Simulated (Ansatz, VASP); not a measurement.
## Two plane-wave programs on SnO

INCAR

```
SYSTEM = SnO
PREC = Accurate
ENCUT = 520
EDIFF = 1E-6
ISMEAR = 0
SIGMA = 0.03
LREAL = .FALSE.
LASPH = .TRUE.
NELM = 100
ALGO = Normal
ISIF = 2
LWAVE = .FALSE.
LCHARG = .FALSE.
NBANDS = 50
```

The input KPOINTS:

```
regular mesh
0
G
  9 9 4
  0 0 0
```

The input POSCAR:

```
SnO
1.0
   -3.8020000000      0.0000000000      0.0000000000
    0.0000000000     -3.8020000000      0.0000000000
    0.0000000000      0.0000000000      9.9220000000
Sn O
4 4
Direct
    0.0000000000      0.5000000000      0.8473479137
    0.0000000000      0.5000000000      0.3599461802
    0.5000000000      0.0000000000      0.1274555533
    0.5000000000      0.0000000000      0.6148572868
    0.0000000000      0.0000000000      0.7311026003
    0.0000000000      0.0000000000      0.2437008668
    0.5000000000      0.5000000000      0.7311026003
    0.5000000000      0.5000000000      0.2437008668
```

Input for Ansatz:

```yaml
crystal:
  lattice:
    - [-3.802, 0.0, 0.0]
    - [0.0, -3.802, 0.0]
    - [0.0, 0.0, 9.922]
  atoms:
    - { symbol: Sn, position: [0.0, 0.5, 0.8473479137] }
    - { symbol: Sn, position: [0.0, 0.5, 0.3599461802] }
    - { symbol: Sn, position: [0.5, 0.0, 0.1274555533] }
    - { symbol: Sn, position: [0.5, 0.0, 0.6148572868] }
    - { symbol: O, position: [0.0, 0.0, 0.7311026003] }
    - { symbol: O, position: [0.0, 0.0, 0.2437008668] }
    - { symbol: O, position: [0.5, 0.5, 0.7311026003] }
    - { symbol: O, position: [0.5, 0.5, 0.2437008668] }
basis:
  ecutwfc: 420
kpoints:
  mp_grid: { grid: [9, 9, 4] }
hamiltonian:
  xc: lda
scf:
  occupations: { method: gaussian, width: 0.03 }
output:
  forces: true
  stress: true
  eigenvalues: true
```

Alike in both runs: task single point; functional LDA; k mesh 9 × 9 × 4; occupations gaussian, width 0.03 eV; no spin polarisation.

|  | VASP | Ansatz |
| --- | --- | --- |
| version | VASP 6.6.1 | Ansatz 0.2.0 |
| potentials or method | VASP PAW LDA potentials, release 64 (Sn_d, O), cutoff 520 eV | scalar-relativistic, plane waves, PAW |
| valence electrons in the cell | 80 | 80 |

Ansatz gave:

```
gap on the k mesh at the Fermi level (eV) : 0.41
least direct gap on the mesh (eV)         : 1.61
pressure (GPa)                            : -2.9
rms of the force components (eV/Å)        : 0.081
```

Q: Which values does VASP return?

A: gap on the k mesh at the Fermi level (eV): 0.39; least direct gap on the mesh (eV): 1.56; pressure (GPa): -2.6; rms of the force components (eV/Å): 0.039.

LDA's correlation is that of Perdew and Zunger in VASP and of Perdew and Wang (1992) in Ansatz. Atom by atom the forces differ by 0.044 eV/Å (rms over components).
